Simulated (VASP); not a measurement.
Wanted: the native input for a VASP 6.6.1 run.

```
Task                   : single point
Functional             : PBEsol
Potentials or basis    : VASP PAW PBE potentials, release 64 (In_d, P)
Cutoff                 : 520 eV
k mesh                 : 8 × 8 × 8
Occupations            : fermi-dirac, width 0.01 eV
Spin                   : non-collinear spin, zero start, spin-orbit coupling
Starting moments       : [[0.0, 0.0, 0.0], [0.0, 0.0, 0.0]] μB
Dipole correction      : no
Further INCAR settings : ALGO = Normal; EDIFF = 1e-06; NBANDS = 30
```

The structure of InP lies in POSCAR:

```
InP
1.0
    2.9392821591      2.9392821591      0.0000000000
   -2.9392821591      2.9392821591      0.0000000000
    0.0000000000      2.9392821591      2.9392821591
In P
1 1
Direct
    0.0000000000      0.0000000000      0.0000000000
    0.7500000000      0.2500000000      0.5000000000
```

These files were run (other wordings do the same):

INCAR

```
SYSTEM = InP
  PREC = Accurate
  ENCUT = 520
  EDIFF = 1E-6
  ISMEAR = -1
  SIGMA = 0.01
  LREAL = .False.
  LASPH = .True.
  NELM = 150
  ALGO = Normal
  ISIF = 2
  LWAVE = .False.
  LCHARG = .True.
  MAGMOM = 0 0 0 0 0 0
  LORBIT = 11
  LSORBIT = .True.
  GGA_COMPAT = .False.
  LORBMOM = .True.
  GGA = PS
  LVHAR = .True.
  NBANDS = 30
```

KPOINTS

```
Automatic mesh
0
Gamma
  8 8 8
  0 0 0
```

Potentials or basis: VASP PAW PBE potentials, release 64 (In_d, P).

Run with:

```sh
$ cat potpaw_PBE.64/In_d/POTCAR potpaw_PBE.64/P/POTCAR > POTCAR
$ mpirun -np 1 vasp_ncl > vasp.out
```

It gave:

```json
{
 "Pressure": "-0.1 GPa",
 "Net moment": "0.00 μB per cell",
 "Valence electrons inside the program's atomic spheres": "In 11.49; P 2.50"
}
```

Caveat: the PAW data sets were made with another functional, which shifts forces and pressure a little.

Run time: 4.2 min on 1 thread of Intel Xeon 8259CL, with other jobs on the host, peak memory 0.36 GiB.
